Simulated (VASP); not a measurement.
Here is a VASP 6.6.1 calculation.

Contents of INCAR:

```
PREC = Accurate
ENCUT = 520
EDIFF = 1E-6
ISMEAR = 0
SIGMA = 0.15
LREAL = False
LASPH = True
NELM = 60
ALGO = Normal
ISIF = 2
LWAVE = False
LCHARG = False
GGA = PE
NBANDS = 56
```

File KPOINTS:

```
regular mesh
0
Gamma
  14 14 3
```

POSCAR

```
Si2W
1.0
   -3.2289953163      0.0000000000      0.0000000000
    0.0000000000     -3.2289953163      0.0000000000
    0.0000000000      0.0000000000     15.7336556345
Si W
8 4
Direct
    0.5000000000      0.5000000000      0.4172872027
    1.0000000000      1.0000000000      0.1672872027
    0.5000000000      0.5000000000      0.9172872027
    1.0000000000      1.0000000000      0.6672872027
    0.5000000000      0.5000000000      0.5827127973
    1.0000000000      1.0000000000      0.3327127973
    0.5000000000      0.5000000000      0.0827127973
    1.0000000000      1.0000000000      0.8327127973
    0.5000000000      0.5000000000      0.7500000000
    1.0000000000      1.0000000000      0.5000000000
    0.5000000000      0.5000000000      0.2500000000
    1.0000000000      1.0000000000      0.0000000000
```

Potentials or basis: VASP PAW PBE potentials, release 64 (Si, W_sv).

Launch:

```sh
$ cat potpaw_PBE.64/Si/POTCAR potpaw_PBE.64/W_sv/POTCAR > POTCAR
$ mpirun -np 1 vasp_std > vasp.out
```

**Question.** Predict the band gap on the k mesh.

**Answer.** Zero (band 44 reaches 12.45 eV, above the bottom of band 45 at 11.38 eV).

**Question.** Estimate the pressure.

**Answer.** 0.1 GPa.

Forces on the atoms (eV/Å):
```
Si   0.000  0.000 -0.002
Si   0.000  0.000 -0.002
Si   0.000  0.000 -0.002
Si   0.000  0.000 -0.002
Si   0.000  0.000  0.002
Si   0.000  0.000  0.002
Si   0.000  0.000  0.002
Si   0.000  0.000  0.002
W    0.000  0.000  0.000
W    0.000  0.000  0.000
W    0.000  0.000  0.000
W    0.000  0.000  0.000
```

Caveat: spin-orbit coupling is left out, which moves the levels of the heavy elements.
